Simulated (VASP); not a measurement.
# C (Cmme) in VASP: single point with PBEsol

Aim: the single point of C with PBEsol.

Everything below comes from runs of VASP 6.6.1. Logs are shortened: lines on timing, memory, paths and dates and some standing lists are left out, and cuts for length are marked.

**1. The cell of the first run**

The structure is orthorhombic, space group Cmme (No. 67). Conventional cell: a = 2.456 Å, b = 4.254 Å, c = 7.173 Å, α = 90.00°, β = 90.00°, γ = 90.00°. Within 1.9 Å of C (site symmetry m) lie 3 C at 1.42 Å.

**2. Single point, PBEsol**

File INCAR:

```
ALGO = Normal
EDIFF = 1E-7
ENCUT = 520
GGA = PS
ISIF = 2
ISMEAR = 1
LASPH = T
LCHARG = F
LREAL = F
LWAVE = F
NBANDS = 16
NELM = 80
PREC = Accurate
SIGMA = 0.1
```

File KPOINTS:

```
k-points
0
Gamma
  12 12 4
```

File POSCAR:

```
C
1.0
    2.4561140000      0.0000000000      0.0000000000
   -1.2280744483      2.1270470447      0.0000000000
    0.0000000000      0.0000000000      7.1732680000
C
4
Direct
    0.0833790000      0.9166210000      0.7531380000
    0.5833790000      0.4166210000      0.2468620000
    0.9166210000      0.0833790000      0.2468620000
    0.4166210000      0.5833790000      0.7531380000
```

Potentials or basis: VASP PAW PBE potentials, release 64 (C).

Started as:

```
$ cat potpaw_PBE.64/C/POTCAR > POTCAR
$ mpirun -np 1 vasp_std > vasp.out
```

OUTCAR:

```text
EDIFF = 1E-7
   ENCUT = 520
   GGA = PS
   ISIF = 2
   ISMEAR = 1
   LASPH = T
   LREAL = F
   NELM = 80
   PREC = Accurate

 ion  position               nearest neighbor table
   1  0.083  0.917  0.753-   4 1.42   4 1.42   4 1.42
   2  0.583  0.417  0.247-   3 1.42   3 1.42   3 1.42
   3  0.917  0.083  0.247-   2 1.42   2 1.42   2 1.42
   4  0.417  0.583  0.753-   1 1.42   1 1.42   1 1.42

  LATTYP: Found a hexagonal cell.
 ALAT       =     2.4561140000
 C/A-ratio  =     2.9205761622

  Lattice vectors:

 A1 = (   2.4561140000,   0.0000000000,   0.0000000000)
 A2 = (  -1.2280744483,   2.1270470447,   0.0000000000)
 A3 = (   0.0000000000,   0.0000000000,   7.1732680000)

Analysis of symmetry for initial positions (statically):
=====================================================================
 Subroutine PRICEL returns:
 Original cell was already a primitive cell.

 Routine SETGRP: Setting up the symmetry group for a
 hexagonal supercell.

 Subroutine GETGRP returns: Found  8 space group operations
 (whereof  4 operations were pure point group operations)
 out of a pool of 24 trial point group operations.

The static configuration has the point symmetry C_2h.
 The point group associated with its full space group is D_2h.

Analysis of symmetry for dynamics (positions and initial velocities):
=====================================================================
 Subroutine PRICEL returns:
 Original cell was already a primitive cell.

 Routine SETGRP: Setting up the symmetry group for a
 hexagonal supercell.

 Subroutine GETGRP returns: Found  8 space group operations
 (whereof  4 operations were pure point group operations)
 out of a pool of 24 trial point group operations.

The dynamic configuration has the point symmetry C_2h.
 The point group associated with its full space group is D_2h.

 Subroutine INISYM returns: Found  8 space group operations
 (whereof  4 operations are pure point group operations),
 and found     1 'primitive' translations

----------------------------------------------------------------------------------------

                                     Primitive cell

  volume of cell :      37.4751

  direct lattice vectors                    reciprocal lattice vectors
     2.456114000  0.000000000  0.000000000     0.407147225  0.235071013  0.000000000
    -1.228074448  2.127047045  0.000000000     0.000000000  0.470135347  0.000000000
     0.000000000  0.000000000  7.173268000     0.000000000  0.000000000  0.139406474

  length of vectors
     2.456114000  2.456114000  7.173268000     0.470135347  0.470135347  0.139406474

  position of ions in fractional coordinates (direct lattice)
     0.083379000  0.916621000  0.753138000
     0.583379000  0.416621000  0.246862000
     0.916621000  0.083379000  0.246862000
     0.416621000  0.583379000  0.753138000

  ion indices of the primitive-cell ions
   primitive index   ion index
                 1           1
                 2           2
                 3           3
                 4           4

----------------------------------------------------------------------------------------

 KPOINTS: k-points

Automatic generation of k-mesh.
 Grid dimensions read from file:
 generate k-points for:   12   12    4

 Generating k-lattice:

  Cartesian coordinates                     Fractional coordinates (reciprocal lattice)
     0.033928935  0.019589251  0.000000000     0.083333333 -0.000000000  0.000000000
     0.000000000  0.039177946  0.000000000     0.000000000  0.083333333  0.000000000
     0.000000000  0.000000000  0.034851619     0.000000000  0.000000000  0.250000000

  Length of vectors
     0.039177946  0.039177946  0.034851619

  Shift w.r.t. Gamma in fractional coordinates (k-lattice)
     0.000000000  0.000000000  0.000000000

 Subroutine IBZKPT returns following result:
 ===========================================

 Found    129 irreducible k-points:

 Following reciprocal coordinates:
            Coordinates               Weight
  0.000000  0.000000  0.000000      1.000000
  0.083333  0.000000  0.000000      4.000000
 -0.083333  0.083333  0.000000      2.000000
  0.166667  0.000000  0.000000      4.000000
 -0.166667  0.166667  0.000000      2.000000
  0.250000  0.000000  0.000000      4.000000
[... 16 lines left out ...]
 -0.083333  0.416667  0.000000      4.000000
 -0.416667  0.333333  0.000000      4.000000
 [... further k-points ...]
   k-points           NKPTS =    129   k-points in BZ     NKDIM =    129   number of bands    NBANDS=     16
   number of dos      NEDOS =    301   number of ions     NIONS =      4
   total plane-waves  NPLWV =  17496
   dimension x,y,z NGX =    18 NGY =   18 NGZ =   54
   dimension x,y,z NGXF=    36 NGYF=   36 NGZF=  108
   ions per type =               4
   NGX,Y,Z   is equivalent  to a cutoff of  12.18, 12.18, 12.51 a.u.
   NGXF,Y,Z  is equivalent  to a cutoff of  24.37, 24.37, 25.03 a.u.
 SYSTEM =  unknown system
   PREC   = accura    normal or accurate (medium, high low for compatibility)
   ISTART =      0    job   : 0-new  1-cont  2-samecut
   ICHARG =      2    charge: 1-file 2-atom 10-const
   ISPIN  =      1    spin polarized calculation?
   LNONCOLLINEAR =      F non collinear calculations
   LSORBIT =      F    spin-orbit coupling
   LASPH  =      T    aspherical Exc in radial PAW
   ENCUT  =  520.0 eV  38.22 Ry    6.18 a.u.   4.57  4.57 13.34*2*pi/ulx,y,z
   NELM   =     80;   NELMIN=  2; NELMDL= -5     # of ELM steps
   EDIFF  = 0.1E-06   stopping-criterion for ELM
   LREAL  =      F    real-space projection
   EDIFFG = 0.1E-05   stopping-criterion for IOM
   NSW    =      0    number of steps for IOM
   IBRION =     -1    ionic relax: 0-MD 1-quasi-New 2-CG
   NFREE  =      0    steps in history (QN), initial steepest desc. (CG)
   ISIF   =      2    stress and relaxation
   ISYM   =      2    0-nonsym 1-usesym 2-fastsym
   POTIM  = 0.5000    time-step for ionic-motion
   TEBEG  =    0.0;   TEEND  =   0.0 temperature during run
   PSTRESS=    0.0 pullay stress
   NELECT =      16.0000    total number of electrons
   NUPDOWN=      -1.0000    fix difference up-down
   EMIN   =  10.00;   EMAX   =-10.00  energy-range for DOS
   EFERMI =   0.00;   METHOD = LEGACY
   ISMEAR =     1;   SIGMA  =   0.10  broadening in eV -4-tet -1-fermi 0-gaus
   EFERMI_NEDOS =   21; number of points for ismear=-14 and -15
   IALGO  =     38    algorithm
   IMIX   =      4    mixing-type and parameters
     AMIX     =   0.40;   BMIX     =  1.00
     AMIX_MAG =   1.60;   BMIX_MAG =  1.00
  volume/ion in A,a.u.               =       9.37        63.22
  Fermi-wavevector in a.u.,A,eV,Ry     =   1.232728  2.329518 20.675663  1.519618
  Thomas-Fermi vector in A             =   2.367487
   LORBIT       =      0    0 simple, 1 ext, 2 COOP (PROOUT), +10 PAW based schemes
   GGA     = PS    functional components
   LHFCALC =     F    Hartree Fock is set to
   AEXX    =    0.0000 exact exchange contribution
   IVDW    =     0    specifies the selected vdW correction
   LEPSILON=     F    determine dielectric tensor
   LRPA    =     F    only Hartree local field effects (RPA)
 non-spin polarized calculation
 Methfessel and Paxton  Order N= 1 SIGMA  =   0.10
  energy-cutoff  :      520.00
  volume of cell :       37.48
 maximum number of plane-waves:      1028
   NGX =  9   NGY =  9   NGZ = 27

 number of electron      15.9999996 magnetization

 Free energy of the ion-electron system (eV)
  ---------------------------------------------------
  ext. energy  EPLUGINS =         0.00000000
  ---------------------------------------------------
  free energy    TOTEN  =       -38.57000900 eV

  energy without entropy =      -38.56992587  energy(sigma->0) =      -38.56998129

 E-fermi :   4.0995     XC(G=0): -10.0949

 val. band max:        4.0863002099   @ k =   0.3333   0.3333   0.5000
 cond. band min:       4.1110146729   @ k =   0.3333   0.3333   0.5000
 fundamental gap:      0.0247144630
 Fermi energy:         4.0995306160

 k-point     1 :       0.0000    0.0000    0.0000
  band No.  band energies     occupation
      1     -15.5526      2.00000
      2     -15.3716      2.00000
      3      -4.2930      2.00000
      4      -2.8770      2.00000
      5       1.1082      2.00000
      6       1.1142      2.00000
[... 8 lines left out ...]
     15      15.6721      0.00000
     16      15.7544      0.00000

 k-point     2 :       0.0833    0.0000    0.0000
  band No.  band energies     occupation
      1     -15.3863      2.00000
      2     -15.2073      2.00000
      3      -4.0904      2.00000
      4      -2.6844      2.00000
      5       0.4569      2.00000
      6       0.4758      2.00000
[... 8 lines left out ...]
     15      15.0705      0.00000
     16      15.2054      0.00000

 k-point     3 :      -0.0833    0.0833    0.0000
  band No.  band energies     occupation
      1     -15.3863      2.00000
      2     -15.2074      2.00000
      3      -4.0906      2.00000
      4      -2.6840      2.00000
      5       0.4512      2.00000
      6       0.4651      2.00000
[... 8 lines left out ...]
     15      15.1227      0.00000
     16      15.1523      0.00000

 k-point     4 :       0.1667    0.0000    0.0000
  band No.  band energies     occupation
      1     -14.8891      2.00000
      2     -14.7161      2.00000
      3      -3.4868      2.00000
      4      -2.1127      2.00000
      5      -1.1995      2.00000
      6      -1.1636      2.00000
[... 8 lines left out ...]
     15      15.0601      0.00000
     16      15.0608      0.00000

 k-point     5 :      -0.1667    0.1667    0.0000
  band No.  band energies     occupation
      1     -14.8891      2.00000
      2     -14.7162      2.00000
      3      -3.4880      2.00000
      4      -2.1107      2.00000
      5      -1.2039      2.00000
      6      -1.1719      2.00000
[... 8 lines left out ...]
     15      15.0241      0.00000
     16      15.0781      0.00000

 k-point     6 :       0.2500    0.0000    0.0000
  band No.  band energies     occupation
      1     -14.0668      2.00000
      2     -13.9034      2.00000
      3      -3.3234      2.00000
      4      -3.2673      2.00000
      5      -2.4981      2.00000
      6      -1.1850      2.00000
[... 8 lines left out ...]
     15      17.6421      0.00000
     16      17.6431      0.00000

 k-point     7 :      -0.2500    0.2500    0.0000
  band No.  band energies     occupation
      1     -14.0671      2.00000
      2     -13.9033      2.00000
      3      -3.3267      2.00000
      4      -3.2734      2.00000
      5      -2.5024      2.00000
      6      -1.1781      2.00000
[... 8 lines left out ...]
     15      17.6088      0.00000
     16      17.6605      0.00000

 k-point     8 :       0.3333    0.0000    0.0000
  band No.  band energies     occupation
      1     -12.9308      2.00000
      2     -12.7807      2.00000
      3      -5.5550      2.00000
      4      -5.4784      2.00000
      5      -1.6744      2.00000
      6      -1.6744      2.00000
[... 8 lines left out ...]
     15      19.1148      0.00000
     16      20.5153      0.00000

 k-point     9 :      -0.3333    0.3333    0.0000
  band No.  band energies     occupation
      1     -12.9317      2.00000
      2     -12.7803      2.00000
      3      -5.5575      2.00000
      4      -5.4831      2.00000
      5      -1.6831      2.00000
      6      -1.6557      2.00000
[... 8 lines left out ...]
     15      19.1392      0.00000
     16      20.4931      0.00000
[... 172 lines left out ...]
 k-point    19 :       0.2500    0.0833    0.0000
  band No.  band energies     occupation
      1     -13.4155      2.00000
      2     -13.2598      2.00000
      3      -4.4136      2.00000
      4      -4.3467      2.00000
      5      -1.8474      2.00000
      6      -1.8229      2.00000
[... 8 lines left out ...]
     15      17.6466      0.00000
     16      17.9451      0.00000

 k-point    20 :      -0.0833    0.3333    0.0000
  band No.  band energies     occupation
      1     -13.4157      2.00000
      2     -13.2598      2.00000
      3      -4.4115      2.00000
      4      -4.3512      2.00000
      5      -1.8447      2.00000
      6      -1.8228      2.00000
[... 8 lines left out ...]
     15      17.5954      0.00000
     16      17.9970      0.00000

 k-point    21 :      -0.3333    0.2500    0.0000
  band No.  band energies     occupation
      1     -13.4161      2.00000
      2     -13.2596      2.00000
      3      -4.4146      2.00000
      4      -4.3553      2.00000
      5      -1.8450      2.00000
      6      -1.8135      2.00000
[... 8 lines left out ...]
     15      17.6553      0.00000
     16      17.9263      0.00000

 k-point    22 :       0.3333    0.0833    0.0000
  band No.  band energies     occupation
      1     -12.1345      2.00000
      2     -11.9941      2.00000
      3      -6.5666      2.00000
      4      -6.4804      2.00000
      5      -2.4896      2.00000
      6      -2.4626      2.00000
[... 8 lines left out ...]
     15      18.1108      0.00000
     16      18.8141      0.00000

 k-point    23 :      -0.0833    0.4167    0.0000
  band No.  band energies     occupation
      1     -12.1348      2.00000
      2     -11.9940      2.00000
      3      -6.5652      2.00000
      4      -6.4825      2.00000
      5      -2.4886      2.00000
      6      -2.4626      2.00000
[... 8 lines left out ...]
     15      18.1025      0.00000
     16      19.5357      0.00000

 k-point    24 :      -0.4167    0.3333    0.0000
  band No.  band energies     occupation
      1     -12.1360      2.00000
      2     -11.9930      2.00000
      3      -6.5680      2.00000
      4      -6.4861      2.00000
      5      -2.4888      2.00000
      6      -2.4537      2.00000
[... 8 lines left out ...]
     15      18.1241      0.00000
     16      20.2843      0.00000

 [... further k-points ...]
[... 5 lines left out ...]
  --------------------------------------------------------------------------------------
  -------------------------------------------------------------------------------------
  Total        0.5378712      0.5644386      0.0193895      0.0230077     -0.0000000      0.0000000
  in kB       22.9956756     24.1315180      0.8289622      0.9836497     -0.0000000      0.0000000
  external PRESSURE =      15.9853853 kB  Pullay stress =       0.0000000 kB

 VOLUME and BASIS-vectors are now :
 -----------------------------------------------------------------------------
  energy-cutoff  :      520.00
  volume of cell :       37.48
      direct lattice vectors                 reciprocal lattice vectors
     2.456114000  0.000000000  0.000000000     0.407147225  0.235071013  0.000000000
    -1.228074448  2.127047045  0.000000000     0.000000000  0.470135347  0.000000000
     0.000000000  0.000000000  7.173268000     0.000000000  0.000000000  0.139406474

 POSITION                                       TOTAL-FORCE (eV/Angst)
 -----------------------------------------------------------------------------------
     -0.92089      1.94970      5.40246        -0.022431      0.012951     -0.002567
      0.92120      0.88617      1.77081        -0.022431      0.012951      0.002567
      2.14893      0.17735      1.77081         0.022431     -0.012951      0.002567
      0.30684      1.24087      5.40246         0.022431     -0.012951     -0.002567
 -----------------------------------------------------------------------------------
    total drift:                               -0.000000     -0.000000      0.000000

  FREE ENERGIE OF THE ION-ELECTRON SYSTEM (eV)
  ---------------------------------------------------
  free  energy   TOTEN  =       -38.5700090039 eV

  energy  without entropy=      -38.5699258711  energy(sigma->0) =      -38.56998129
```

It took 56 s on 1 thread of AMD EPYC 7R13 (Zen 3), shared host; peak memory 0.15 GiB.

What came out:

```
Free energy            : -38.5700 eV
Pressure               : 1.6 GPa
Largest force          : 0.026 eV/Å
Band gap on the k mesh : 0.02 eV
```

Forces on the atoms (eV/Å):
```
C   -0.022  0.013 -0.003
C   -0.022  0.013  0.003
C    0.022 -0.013  0.003
C    0.022 -0.013 -0.003
```

Stress tensor (GPa, compression positive):
```
2.30 0.10 0.00
0.10 2.41 0.00
0.00 0.00 0.08
```

Caveat: the PAW data sets were made with another functional, which shifts forces and pressure a little; this functional lacks dispersion, which binds the layers, so the pressure and a relaxed spacing across them are unreliable.
